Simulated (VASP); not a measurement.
Wanted: the native input for a VASP 6.6.1 run.

```
Task                   : single point
Functional             : PBEsol
Potentials or basis    : VASP PAW PBE potentials, release 64 (As)
Cutoff                 : 520 eV
k mesh                 : 8 × 8 × 6
Occupations            : fermi-dirac, width 0.05 eV
Spin                   : no spin polarisation
Dipole correction      : no
Further INCAR settings : ALGO = Normal; EDIFF = 1e-07; NBANDS = 18
```

The structure of As lies in POSCAR:

```
As
1.0
    1.8607934009     -5.6078705233      0.0000000000
    1.8607934009      5.6078705233      0.0000000000
    0.0000000000      0.0000000000      4.5576693162
As
4
Direct
    0.3900000000      0.6100000000      0.5600000000
    0.8900000000      0.1100000000      0.9400000000
    0.6100000000      0.3900000000      0.4400000000
    0.1100000000      0.8900000000      0.0600000000
```

This cell differs from its parent crystal: volume scaled by 1.06.

One way to write it, as run:

INCAR

```
ALGO = Normal
EDIFF = 1E-7
ENCUT = 520
GGA = PS
ISIF = 2
ISMEAR = -1
LASPH = True
LCHARG = True
LELF = True
LREAL = False
LVHAR = True
LWAVE = False
NBANDS = 18
NELM = 80
PREC = Accurate
SIGMA = 0.05
```

KPOINTS

```
k-points
0
Gamma
  8 8 6
```

Potentials or basis: VASP PAW PBE potentials, release 64 (As).

The run is started by

```console
$ cat potpaw_PBE.64/As/POTCAR > POTCAR
$ mpirun -np 1 vasp_std > vasp.out
```

Results of the run:

- Pressure: -3.6 GPa
- Largest force: 0.408 eV/Å
- Band gap on the k mesh: 0.10 eV, indirect (least direct gap 0.18 eV)

Caveat: the PAW data sets were made with another functional, which shifts forces and pressure a little.

Wall time 2.8 min on 1 thread of Intel(R) Xeon(R) Platinum 8488C (Sapphire Rapids) (shared host), peak memory 0.32 GiB.
